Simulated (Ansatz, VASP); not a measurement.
# Au in VASP and in Ansatz

```
Au
1.0
     0.00000    2.08277    2.04193
     2.04193    0.00000    2.04193
     2.04193    2.08277    0.00000
Au
1
Cartesian
  0.0000 0.0000 0.0000
```

Change from the starting cell: strain +0.0200 x Voigt [0, 1, 0, 0, 0, 0], atoms carried along.

Alike in both runs: task single point; functional PBEsol; k mesh 26 × 26 × 26; occupations gaussian, width 0.15 eV; no spin polarisation.

```csv
,VASP,Ansatz
version,VASP 6.6.1,Ansatz 0.2.0
potentials or method,"VASP PAW PBE potentials, release 64 (Au), cutoff 500 eV","scalar-relativistic, plane waves, PAW"
valence electrons in the cell,11,19
```

```tsv
	VASP	Ansatz	Ansatz less VASP
gap on the k mesh at the Fermi level (eV)	none	none	-
pressure (GPa)	-3.6	-3.4	+0.26
traceless stress, the component that is largest in VASP (GPa)	-0.44	-0.43	+0.007
```

VASP's potentials were made for PBE, not for PBEsol. A gap of «none» marks a metal or a gap that the smearing closes. VASP's potentials hold 11 valence electrons a cell and Ansatz's 19, so a difference there can come from the potentials and not from the codes.

Neither program's run includes spin-orbit coupling.
